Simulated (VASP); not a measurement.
Wanted: the native input for a VASP 6.6.1 run.

| Item | Value |
| --- | --- |
| Task | single point |
| Functional | revPBE |
| Potentials or basis | VASP PAW PBE potentials, release 64 (Re) |
| Cutoff | 520 eV |
| k mesh | 11 × 11 × 11 |
| Occupations | fermi-dirac, width 0.1 eV |
| Spin | no spin polarisation |
| Dipole correction | no |
| Further INCAR settings | ALGO = Normal; EDIFF = 1e-06; NBANDS = 14 |

The structure of Re lies in POSCAR:

```
Re
1.0
    0.0000000000      2.9443395524      2.9443395524
    2.9443395524      0.0000000000      2.9443395524
    2.9443395524      2.9443395524      0.0000000000
Re
2
Direct
    0.1250000000      0.1250000000      0.1250000000
    0.8750000000      0.8750000000      0.8750000000
```

This isn't the form of Re at room conditions, which is hcp.

These files were run (other wordings do the same):

INCAR

```
SYSTEM = Re
  ALGO = Normal
  EDIFF = 1E-6
  ENCUT = 520
  GGA = RE
  ISIF = 2
  ISMEAR = -1
  LASPH = .TRUE.
  LCHARG = .FALSE.
  LREAL = .FALSE.
  LWAVE = .FALSE.
  NBANDS = 14
  NELM = 80
  PREC = Accurate
  SIGMA = 0.1
```

KPOINTS

```
k-points
0
G
  11 11 11
  0 0 0
```

Potentials or basis: VASP PAW PBE potentials, release 64 (Re).

Launch:

```sh
$ cat potpaw_PBE.64/Re/POTCAR > POTCAR
$ mpirun -np 1 vasp_std > vasp.out
```

It gave:

The pressure is -16.4 GPa and the band gap on the k mesh is zero (bands 7 and 8 overlap by 0.98 eV).

Caveat: the cell stands under tension; the PAW data sets were made with another functional, which shifts forces and pressure a little; spin-orbit coupling is left out, which moves the levels of the heavy elements.

Wall time 41 s on 1 thread of AMD EPYC 7R43 64-Core Processor (Zen 3) (shared host), peak memory 0.15 GiB.
